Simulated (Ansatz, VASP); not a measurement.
**One calculation of Si7RuO16, two programs**

The input INCAR:

```
SYSTEM = Si7RuO16
  PREC = Accurate
  ENCUT = 520
  EDIFF = 1E-6
  ISMEAR = -1
  SIGMA = 0.01
  LREAL = .False.
  LASPH = .True.
  NELM = 120
  ALGO = Normal
  ISIF = 2
  LWAVE = .False.
  LCHARG = .False.
  GGA = PE
  NBANDS = 87
  GGA_COMPAT = .False.
```

File KPOINTS:

```
regular mesh
0
Gamma
  1 1 1
  0 0 0
```

File POSCAR:

```
Si7RuO16
1.0
    0.0000000000      5.0813926894      7.0944098913
    5.0813926894      0.0000000000      7.0944098913
    5.0813926894      5.0813926894      0.0000000000
Si Ru O
7 1 16
Direct
    0.2602233443      0.2484334639      0.4497813558
    0.7482446402      0.7454309576      0.9496323049
    0.0567499483      0.6845955011      0.1462157479
    0.5863095420      0.1668555306      0.6192217842
    0.4101322126      0.8451445466      0.3575217665
    0.9438287880      0.3063617047      0.8780613139
   -0.0049393410      0.0026686208      0.3075158414
    0.4991758225      0.5120674693      0.7959610046
    0.1339962470      0.2110678888      0.6829253078
    0.5662904838      0.7528469304      0.1484810206
    0.4552320983      0.3358800048      0.7671675591
    0.9493318064      0.8641125043      0.2715817424
    0.4457175564      0.2423772060      0.4624003763
    0.9026800410      0.7527483405      1.0115068681
    0.2047610852      0.8550038790      0.4037593025
    0.7606725143      0.3006011434      0.8719840467
    0.0291696957      0.1502887847      0.0913674421
    0.5329826963      0.6884561704      0.5532461617
    0.3540679760      0.0704666772      0.3305858472
    0.8708368907      0.5357271151      0.8659637841
    0.2689158146      0.6634702281      0.9939922166
    0.7979416246      0.1467127175      0.4738767342
    0.1043553981      0.4714227654      0.3130339369
    0.6430270196      0.9413154512      0.7628173812
```

Input for Ansatz:

```yaml
crystal:
  checkpoint: "../q0.relax.run"
  host: checkpoint
basis:
  ecutwfc: 420
  xc_grid: 2
hamiltonian:
  xc: pbe
  pseudopotentials: { kind: paw, azcp: { folder: soft_1 } }
kpoints:
  mp_grid: { grid: [1, 1, 1] }
scf:
  occupations: { method: fermi_dirac, width: 0.01 }
  max_iter: 60
output:
  forces: true
  eigenvalues: true
  charged_corrections:
    epsilon: 2.24
    static_epsilon: [4.12, 4.12, 3.93]
    defect_position: [0.5, 0.5, 0.794234]
checkpoint:
  read: "../q0.relax.run"
  write: "../q0.s3.run"
  compress: false
  write_wavefunctions: false
  write_every: 100000
```

Alike in both runs: task single point; functional PBE; k mesh 1 × 1 × 1; occupations fermi-dirac, width 0.01 eV; no spin polarisation.

|  | VASP | Ansatz |
| --- | --- | --- |
| version | VASP 6.6.1 | Ansatz 0.2.0 |
| potentials or method | VASP PAW PBE potentials, release 64 (Si, Ru_pv, O), cutoff 520 eV | plane-wave PAW DFT |
| valence electrons in the cell | 138 | 140 |

|  | VASP | Ansatz | Ansatz less VASP |
| --- | --- | --- | --- |
| gap on the k mesh at the Fermi level (eV) | 0.95 | 0.97 | +0.019 |
| rms of the force components (eV/Å) | 0.019 | 0.016 | -0.0033 |

Atom by atom the forces differ by 0.013 eV/Å (rms over components). VASP's potentials hold 138 valence electrons a cell and Ansatz's 140, so a difference there can come from the potentials and not from the codes.
